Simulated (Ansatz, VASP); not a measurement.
## One calculation of Ag, two programs

Contents of INCAR:

```
PREC = Accurate ; ENCUT = 520
EDIFF = 1E-7 ; ISMEAR = -1
SIGMA = 0.05 ; LREAL = F
LASPH = T ; NELM = 80
ALGO = Normal ; ISIF = 2
LWAVE = F ; LCHARG = F
GGA = PE ; NBANDS = 12
```

File KPOINTS:

```
Automatic mesh
0
Gamma
  15 15 15
```

POSCAR

```
Ag
1.0
    0.0000000000      2.0431000000      2.0431000000
    2.0431000000      0.0000000000      2.0431000000
    2.0431000000      2.0431000000      0.0000000000
Ag
1
Direct
    0.0000000000      0.0000000000      0.0000000000
```

Input for Ansatz:

```yaml
crystal:
  lattice:
    - [0.0, 2.0431, 2.0431]
    - [2.0431, 0.0, 2.0431]
    - [2.0431, 2.0431, 0.0]
  atoms:
    - { symbol: Ag, position: [0.0, 0.0, 0.0] }
kpoints:
  mp_grid: { grid: [15, 15, 15] }
  band_path:
    path:
      - [0.0, 0.0, 0.0]
      - [0.5, 0.0, 0.5]
      - [0.625, 0.25, 0.625]
      - [0.375, 0.375, 0.75]
      - [0.0, 0.0, 0.0]
      - [0.5, 0.5, 0.5]
      - [0.5, 0.25, 0.75]
      - [0.5, 0.0, 0.5]
    npoints: 5
scf:
  occupations: { method: fermi_dirac, width: 0.05 }
hamiltonian:
  xc: pbe
  pseudopotentials:
    kind: all_electron
    lapw: { basis_error: 0.001 }
    relativity: none
output:
  forces: true
  stress: true
  eigenvalues: true
```

Alike in both runs: task single point; functional PBE; k mesh 15 × 15 × 15; occupations fermi-dirac, width 0.05 eV; no spin polarisation.

```csv
,VASP,Ansatz
version,VASP 6.6.1,Ansatz 0.2.0
potentials or method,"VASP PAW PBE potentials, release 64 (Ag), cutoff 520 eV","all-electron LAPW, non-relativistic"
```

VASP gave:

```
pressure (GPa) : 4.4
```

Q: Which values does Ansatz return?

A: Pressure (GPa): 11.9.

One of these differences is far larger than is usual between the two programs; its cause wasn't traced. Ansatz ran all-electron here, and VASP with PAW potentials.
